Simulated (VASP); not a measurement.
# SnO (P1) in VASP: further runs

Runs on SnO. Level: PBEsol. Tasks: single point.

Program: VASP 6.6.1. These are calculated values, not measurements. Logs are shortened: lines on timing, memory, paths and dates and some standing lists are left out, and cuts for length are marked.

### Step 1. The cell of the first run

The typed cell holds 4 atoms: a = 3.355 Å, b = 5.674 Å, c = 4.222 Å, α = 90.00°, β = 90.00°, γ = 90.00°.

### Step 2. Single point, PBEsol (all Sn atoms moved -0.500 Å, as atom 1 along Cartesian [1 1 1])

Contents of INCAR:

```
PREC = Accurate
ENCUT = 520
EDIFF = 1E-7
ISMEAR = 0
SIGMA = 0.05
LREAL = F
LASPH = T
NELM = 60
ALGO = Normal
ISIF = 2
LWAVE = F
LCHARG = F
GGA = PS
NBANDS = 28
```

Contents of KPOINTS:

```
Automatic mesh
0
Gamma
  8 6 6
```

Contents of POSCAR:

```
SnO
1.0
    3.3550050000      0.0000000000      0.0000000000
    0.0000000000      5.6741040000      0.0000000000
    0.0000000000      0.0000000000      4.2219700000
Sn O
2 2
Direct
   -0.0860431310      0.1810331023      0.4447694889
    0.4139568690      0.7172151023     -0.0552305111
    0.0000000000      0.8912500000      0.7368570000
    0.5000000000      0.1087500000      0.2368570000
```

Potentials or basis: VASP PAW PBE potentials, release 64 (Sn_d, O).

The run is started by

```sh
cat potpaw_PBE.64/Sn_d/POTCAR potpaw_PBE.64/O/POTCAR > POTCAR
mpirun -np 1 vasp_std > vasp.out
```

OUTCAR:

```text
PREC = Accurate
   ENCUT = 520
   EDIFF = 1E-7
   ISMEAR = 0
   LREAL = F
   LASPH = T
   NELM = 60
   ISIF = 2
   GGA = PS

 ion  position               nearest neighbor table
   1  0.914  0.181  0.445-   4 1.69   3 2.08   4 2.19
   2  0.414  0.717  0.945-   3 1.92   3 2.37   4 2.56
   3  0.000  0.891  0.737-   2 1.92   1 2.08   2 2.37
   4  0.500  0.109  0.237-   1 1.69   1 2.19   2 2.56

  LATTYP: Found a simple orthorhombic cell.
 ALAT       =     3.3550050000
 B/A-ratio  =     1.2584094510
 C/A-ratio  =     1.6912356315

  Lattice vectors:

 A1 = (  -3.3550050000,   0.0000000000,   0.0000000000)
 A2 = (   0.0000000000,   0.0000000000,   4.2219700000)
 A3 = (   0.0000000000,   5.6741040000,   0.0000000000)

Analysis of symmetry for initial positions (statically):
=====================================================================
 Subroutine PRICEL returns:
 Original cell was already a primitive cell.

 Routine SETGRP: Setting up the symmetry group for a
 simple orthorhombic supercell.

 Subroutine GETGRP returns: Found  1 space group operations
 (whereof  1 operations were pure point group operations)
 out of a pool of  8 trial point group operations.

The static configuration has the point symmetry C_1 .

Analysis of symmetry for dynamics (positions and initial velocities):
=====================================================================
 Subroutine PRICEL returns:
 Original cell was already a primitive cell.

 Routine SETGRP: Setting up the symmetry group for a
 simple orthorhombic supercell.

 Subroutine GETGRP returns: Found  1 space group operations
 (whereof  1 operations were pure point group operations)
 out of a pool of  8 trial point group operations.

The dynamic configuration has the point symmetry C_1 .

 Subroutine INISYM returns: Found  1 space group operations
 (whereof  1 operations are pure point group operations),
 and found     1 'primitive' translations

----------------------------------------------------------------------------------------

                                     Primitive cell

  volume of cell :      80.3722

[... 81 lines left out ...]
   NGXF,Y,Z  is equivalent  to a cutoff of  27.75, 24.61, 25.20 a.u.
 SYSTEM =  unknown system
   PREC   = accura    normal or accurate (medium, high low for compatibility)
   ISTART =      0    job   : 0-new  1-cont  2-samecut
   ICHARG =      2    charge: 1-file 2-atom 10-const
   ISPIN  =      1    spin polarized calculation?
   LNONCOLLINEAR =      F non collinear calculations
   LSORBIT =      F    spin-orbit coupling
   LASPH  =      T    aspherical Exc in radial PAW
   ENCUT  =  520.0 eV  38.22 Ry    6.18 a.u.   6.24 10.55  7.85*2*pi/ulx,y,z
   NELM   =     60;   NELMIN=  2; NELMDL= -5     # of ELM steps
   EDIFF  = 0.1E-06   stopping-criterion for ELM
   LREAL  =      F    real-space projection
   EDIFFG = 0.1E-05   stopping-criterion for IOM
   NSW    =      0    number of steps for IOM
   IBRION =     -1    ionic relax: 0-MD 1-quasi-New 2-CG
   NFREE  =      0    steps in history (QN), initial steepest desc. (CG)
   ISIF   =      2    stress and relaxation
   ISYM   =      2    0-nonsym 1-usesym 2-fastsym
   POTIM  = 0.5000    time-step for ionic-motion
   TEBEG  =    0.0;   TEEND  =   0.0 temperature during run
   PSTRESS=    0.0 pullay stress
   NELECT =      40.0000    total number of electrons
   NUPDOWN=      -1.0000    fix difference up-down
   EMIN   =  10.00;   EMAX   =-10.00  energy-range for DOS
   EFERMI =   0.00;   METHOD = LEGACY
   ISMEAR =     0;   SIGMA  =   0.05  broadening in eV -4-tet -1-fermi 0-gaus
   EFERMI_NEDOS =   21; number of points for ismear=-14 and -15
   IALGO  =     38    algorithm
   IMIX   =      4    mixing-type and parameters
     AMIX     =   0.40;   BMIX     =  1.00
     AMIX_MAG =   1.60;   BMIX_MAG =  1.00
  volume/ion in A,a.u.               =      20.09       135.59
  Fermi-wavevector in a.u.,A,eV,Ry     =   1.297357  2.451650 22.900458  1.683136
  Thomas-Fermi vector in A             =   2.428755
   LORBIT       =      0    0 simple, 1 ext, 2 COOP (PROOUT), +10 PAW based schemes
   GGA     = PS    functional components
   LHFCALC =     F    Hartree Fock is set to
   AEXX    =    0.0000 exact exchange contribution
   IVDW    =     0    specifies the selected vdW correction
   LEPSILON=     F    determine dielectric tensor
   LRPA    =     F    only Hartree local field effects (RPA)
 non-spin polarized calculation
 Gauss-broadening in eV      SIGMA  =   0.05
  energy-cutoff  :      520.00
  volume of cell :       80.37
 maximum number of plane-waves:      2178
 NGX is ok and might be reduce to    28
   NGX = 13   NGY = 21   NGZ = 15

 number of electron      40.0000003 magnetization

 Free energy of the ion-electron system (eV)
  ---------------------------------------------------
  ext. energy  EPLUGINS =         0.00000000
  ---------------------------------------------------
  free energy    TOTEN  =       -21.39556217 eV

  energy without entropy =      -21.39556217  energy(sigma->0) =      -21.39556217

 E-fermi :   5.4918     XC(G=0):  -9.7073

 val. band max:        5.2767351499   @ k =   0.1250   0.0000   0.0000
 cond. band min:       6.1602528802   @ k =   0.0000   0.5000   0.3333
 fundamental gap:      0.8835177303
 Fermi energy:         5.4917794582

 k-point     1 :       0.0000    0.0000    0.0000
  band No.  band energies     occupation
      1     -17.4466      2.00000
      2     -16.7590      2.00000
      3     -16.3086      2.00000
      4     -16.2788      2.00000
      5     -16.2075      2.00000
      6     -16.1576      2.00000
[... 733 lines left out ...]
     27      13.3117      0.00000
     28      14.7135      0.00000

 [... further k-points ...]
[... 5 lines left out ...]
  --------------------------------------------------------------------------------------
  -------------------------------------------------------------------------------------
  Total       13.3971389      1.9253443      5.8907542      1.5181767      0.5793944      8.9550233
  in kB      267.0650372     38.3807433    117.4291386     30.2640670     11.5499283    178.5137590
  external PRESSURE =     140.9583064 kB  Pullay stress =       0.0000000 kB

 VOLUME and BASIS-vectors are now :
 -----------------------------------------------------------------------------
  energy-cutoff  :      520.00
  volume of cell :       80.37
      direct lattice vectors                 reciprocal lattice vectors
     3.355005000  0.000000000  0.000000000     0.298062149  0.000000000  0.000000000
     0.000000000  5.674104000  0.000000000     0.000000000  0.176239279  0.000000000
     0.000000000  0.000000000  4.221970000     0.000000000  0.000000000  0.236856254

 POSITION                                       TOTAL-FORCE (eV/Angst)
 -----------------------------------------------------------------------------------
      3.06633      1.02720      1.87780         8.811740      4.798966      6.072206
      1.38883      4.06955      3.98879         2.039091     -0.731557      1.110827
      0.00000      5.05705      3.11099        -2.101834      0.215962     -0.961314
      1.67750      0.61706      1.00000        -8.748997     -4.283371     -6.221720
 -----------------------------------------------------------------------------------
    total drift:                               -0.000920     -0.000653     -0.000142

  FREE ENERGIE OF THE ION-ELECTRON SYSTEM (eV)
  ---------------------------------------------------
  free  energy   TOTEN  =       -21.3955621694 eV

  energy  without entropy=      -21.3955621694  energy(sigma->0) =      -21.39556217
```

OSZICAR:

```text
N       E                     dE             d eps       ncg     rms          rms(c)
DAV:   1     0.442883223064E+03    0.44288E+03   -0.20403E+04  8516   0.209E+03
DAV:   2     0.440888577144E+02   -0.39879E+03   -0.38265E+03  8676   0.540E+02
DAV:   3    -0.223122992950E+02   -0.66401E+02   -0.65379E+02  9476   0.190E+02
DAV:   4    -0.255980127622E+02   -0.32857E+01   -0.32707E+01  9616   0.460E+01
DAV:   5    -0.256794815005E+02   -0.81469E-01   -0.81456E-01  9260   0.769E+00    0.129E+01
DAV:   6    -0.214512502522E+02    0.42282E+01   -0.17544E+01 12960   0.525E+01    0.552E+00
DAV:   7    -0.214511589314E+02    0.91321E-04   -0.22112E+00  8872   0.962E+00    0.292E+00
DAV:   8    -0.214090968630E+02    0.42062E-01   -0.38086E-01 11892   0.483E+00    0.885E-01
DAV:   9    -0.213945651811E+02    0.14532E-01   -0.68217E-02 12424   0.309E+00    0.211E-01
DAV:  10    -0.213953535303E+02   -0.78835E-03   -0.94937E-03  8928   0.704E-01    0.130E-01
DAV:  11    -0.213955848770E+02   -0.23135E-03   -0.12577E-03 12456   0.323E-01    0.572E-02
DAV:  12    -0.213955539651E+02    0.30912E-04   -0.33318E-04 12344   0.201E-01    0.177E-02
DAV:  13    -0.213955640900E+02   -0.10125E-04   -0.58079E-05  9148   0.571E-02    0.128E-02
DAV:  14    -0.213955621119E+02    0.19782E-05   -0.14389E-05 11460   0.386E-02    0.316E-03
DAV:  15    -0.213955622099E+02   -0.97971E-07   -0.19297E-06  9040   0.102E-02    0.112E-03
DAV:  16    -0.213955621694E+02    0.40438E-07   -0.25331E-07  8080   0.398E-03
   1 F= -.21395562E+02 E0= -.21395562E+02  d E =-.185020E-11
```

Wall time 2.7 min (1 thread of Intel Xeon 6975P-C (Granite Rapids), shared host); peak memory 0.38 GiB.

What came out:

```
Free energy            : -21.3956 eV
Pressure               : 14.1 GPa
Largest force          : 11.728 eV/Å
Band gap on the k mesh : 0.88 eV, indirect (least direct gap 1.11 eV)
```

Forces in eV/Å, atoms in the order of the input:
```
Sn   8.812  4.799  6.072
Sn   2.039 -0.732  1.111
O   -2.102  0.216 -0.961
O   -8.749 -4.283 -6.222
```

Stress tensor (GPa, compression positive):
```
26.71  3.03 17.85
 3.03  3.84  1.15
17.85  1.15 11.74
```

Caveat: the cell differs from its parent crystal (all Sn atoms moved -0.500 Å, as atom 1 along Cartesian [1 1 1]); the PAW data sets were made with another functional, which shifts forces and pressure a little; spin-orbit coupling is left out, which moves the levels of the heavy elements.

### Step 3. Single point, PBEsol (all Sn atoms moved +0.375 Å, as atom 1 along Cartesian [1 1 1])

Contents of INCAR:

```
SYSTEM = SnO
PREC = Accurate
ENCUT = 520
EDIFF = 1E-6
ISMEAR = 0
SIGMA = 0.05
LREAL = .FALSE.
LASPH = .TRUE.
NELM = 100
ALGO = Normal
ISIF = 2
LWAVE = .FALSE.
LCHARG = .TRUE.
GGA = PS
LELF = .TRUE.
LVHAR = .TRUE.
NBANDS = 28
```

Contents of KPOINTS:

```
regular mesh
0
G
  8 6 6
  0 0 0
```

POSCAR, as its differences from that of step 2:

```diff
@@ -8,4 +8,4 @@
 Direct
-   -0.0860431310      0.1810331023      0.4447694889
-    0.4139568690      0.7172151023     -0.0552305111
+    0.0645323482      0.2700659233      0.5644248833
+    0.5645323482      0.8062479233      0.0644248833
     0.0000000000      0.8912500000      0.7368570000
```

Potentials or basis: VASP PAW PBE potentials, release 64 (Sn_d, O).

The run is started by

```sh
cat potpaw_PBE.64/Sn_d/POTCAR potpaw_PBE.64/O/POTCAR > POTCAR
mpirun -np 1 vasp_std > vasp.out
```

It took 2.4 min on 1 thread of Intel Xeon 6975P-C (Granite Rapids), shared host; peak memory 0.37 GiB.

The run converged. Its results:

| Item | Value |
| --- | --- |
| Free energy | -22.9213 eV |
| Pressure | -1.9 GPa |
| Largest force | 4.543 eV/Å |
| Band gap on the k mesh | 0.76 eV, indirect (least direct gap 0.87 eV) |

Forces in eV/Å, atoms in the order of the input:
```
Sn  -0.178 -1.834 -0.689
Sn  -0.393 -3.341 -1.455
O    0.766  1.079  0.187
O   -0.196  4.096  1.957
```

Stress tensor (GPa, compression positive):
```
-4.56 -0.92 -2.15
-0.92  3.31  3.78
-2.15  3.78 -4.46
```

Levels at points of the mesh, in eV from the valence-band top:
```
           k point  band 17  band 18  band 19  band 20  band 21  band 22  band 23  band 24
(0.00, 0.00, 0.00)    -3.27    -2.14    -1.79    -0.15     2.67     3.28     5.53     6.18
(0.50, 0.00, 0.00)    -2.75    -2.31    -1.96    -0.73     1.38     2.47     4.76     5.71
(0.00, 0.50, 0.00)    -3.24    -1.98    -1.53    -1.34     2.94     3.81     4.84     5.51
(0.50, 0.50, 0.00)    -2.80    -2.41    -1.40    -0.57     1.11     1.99     5.02     5.55
(0.00, 0.00, 0.50)    -2.84    -2.38    -2.09    -1.13     2.43     3.07     4.73     5.94
(0.50, 0.00, 0.50)    -3.33    -2.83    -1.67    -0.60     1.22     2.23     3.80     5.00
(0.00, 0.50, 0.50)    -2.58    -2.36    -2.09    -0.88     1.53     2.16     5.46     6.65
(0.50, 0.50, 0.50)    -3.51    -3.02    -0.82     0.00     1.19     2.18     3.92     5.13
```

Caveat: the cell differs from its parent crystal (all Sn atoms moved +0.375 Å, as atom 1 along Cartesian [1 1 1]); the PAW data sets were made with another functional, which shifts forces and pressure a little; spin-orbit coupling is left out, which moves the levels of the heavy elements. A k mesh can miss the band edges.

### Step 4. Single point, PBEsol (all Sn atoms moved -0.250 Å, as atom 1 along Cartesian [1 1 1])

Contents of INCAR:

```
SYSTEM = SnO
PREC = Accurate ; ENCUT = 520
EDIFF = 1E-6 ; ISMEAR = 0
SIGMA = 0.05 ; LREAL = .FALSE.
LASPH = .TRUE. ; NELM = 100
ALGO = Normal ; ISIF = 2
LWAVE = .FALSE. ; LCHARG = .FALSE.
GGA = PS ; NBANDS = 28
```

Contents of KPOINTS:

```
Automatic mesh
0
G
  8 6 6
  0 0 0
```

POSCAR, as its differences from that of step 3:

```diff
@@ -8,4 +8,4 @@
 Direct
-    0.0645323482      0.2700659233      0.5644248833
-    0.5645323482      0.8062479233      0.0644248833
+   -0.0430215655      0.2064710512      0.4789567445
+    0.4569784345      0.7426530512     -0.0210432555
     0.0000000000      0.8912500000      0.7368570000
```

The run is started by

```sh
cat potpaw_PBE.64/Sn_d/POTCAR potpaw_PBE.64/O/POTCAR > POTCAR
mpirun -np 1 vasp_std > vasp.out
```

It took 2.4 min on 1 thread of Intel Xeon 6975P-C (Granite Rapids), shared host; peak memory 0.38 GiB.

The run converged. Its results:

| Quantity | Value |
| --- | --- |
| Free energy | -23.3540 eV |
| Pressure | 2.0 GPa |
| Largest force | 3.230 eV/Å |
| Band gap on the k mesh | 1.25 eV, indirect (least direct gap 1.68 eV) |

Forces on the atoms (eV/Å):
```
Sn   1.929  1.697  1.545
Sn   0.928  0.445  0.489
O   -0.923 -0.226 -0.297
O   -1.934 -1.917 -1.737
```

Stress tensor (GPa, compression positive):
```
 4.38  0.50  5.04
 0.50 -0.63 -0.15
 5.04 -0.15  2.36
```

Levels at points of the mesh, in eV from the valence-band top:
```csv
k point,band 18,band 19,band 20,band 21,band 22,band 23
"(0.00, 0.00, 0.00)",-3.28,-2.44,0.00,2.09,2.81,5.15
"(0.50, 0.00, 0.00)",-2.94,-1.82,-1.07,2.29,3.15,4.49
"(0.00, 0.50, 0.00)",-3.26,-2.01,-1.52,2.90,3.65,4.16
"(0.50, 0.50, 0.00)",-2.99,-1.51,-0.74,1.52,2.14,5.73
"(0.00, 0.00, 0.50)",-3.67,-2.12,-1.49,2.10,2.33,4.48
"(0.50, 0.00, 0.50)",-3.27,-1.64,-0.79,1.60,1.81,4.40
"(0.00, 0.50, 0.50)",-3.27,-2.08,-1.15,1.39,1.83,4.89
"(0.50, 0.50, 0.50)",-3.53,-0.99,-0.26,2.04,2.38,3.86
```

Caveat: the cell differs from its parent crystal (all Sn atoms moved -0.250 Å, as atom 1 along Cartesian [1 1 1]); the PAW data sets were made with another functional, which shifts forces and pressure a little; spin-orbit coupling is left out, which moves the levels of the heavy elements. A k mesh can miss the band edges.
